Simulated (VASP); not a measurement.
C: single point with PBEsol+D3(BJ)

C:

```xyz
4
Lattice="2.4580 0.0000 0.0000 -1.2290 2.1287 0.0000 0.0000 0.0000 6.4649" Properties=species:S:1:pos:R:3 pbc="T T T"
C     0.0000    0.0000    0.0162
C     0.0000    0.0000    3.2486
C     0.0000    1.4191    0.0162
C     1.2290    0.7096    3.2486
```

This cell differs from its parent crystal: engineering shear strain xy +0.0000, normal strain along z -0.0175.

```json
{
 "Program": "VASP 6.6.1",
 "Task": "single point",
 "Functional": "PBEsol",
 "Dispersion": "D3(BJ)",
 "Potentials or basis": "VASP PAW PBE potentials, release 64 (C)",
 "Cutoff": "520 eV",
 "k mesh": "18 × 18 × 6",
 "Occupations": "gaussian, width 0.15 eV",
 "Spin": "no spin polarisation",
 "Dipole correction": "no",
 "Further INCAR settings": "ALGO = Normal; EDIFF = 1e-06; NBANDS = 16"
}
```

```yaml
Pressure: 1.0 GPa
Band_gap_on_the_k_mesh: zero (band 8 reaches 4.98 eV, above the bottom of band 9 at 4.94 eV)
Dispersion_energy_per_atom: -0.114 eV
```

Stress tensor (GPa, compression positive):
```
1.19 0.00 0.00
0.00 1.19 0.00
0.00 0.00 0.58
```

Levels at points of the mesh, in eV from the Fermi level:
```csv
k point,band 4,band 5,band 6,band 7,band 8,band 9,band 10,band 11,band 12,band 13
"(0.00, 0.00, 0.00)",-6.37,-2.95,-2.95,-2.93,-2.93,4.36,8.37,8.37,8.44,8.44
"(0.50, 0.00, 0.00)",-13.17,-6.41,-6.33,-2.89,-2.05,1.51,2.31,7.22,7.75,11.30
"(0.00, 0.00, 0.50)",-7.71,-2.94,-2.94,-2.94,-2.94,7.34,7.34,8.41,8.41,8.41
"(0.50, 0.00, 0.50)",-13.25,-6.37,-6.37,-2.37,-2.37,1.62,1.62,7.48,7.48,12.68
```

Run time: 41 s on 1 thread of Intel Xeon 6975P-C (shared host), peak memory 0.19 GiB.

Caveat: the cell differs from its parent crystal (engineering shear strain xy +0.0000, normal strain along z -0.0175); the PAW data sets were made with another functional, which shifts forces and pressure a little.
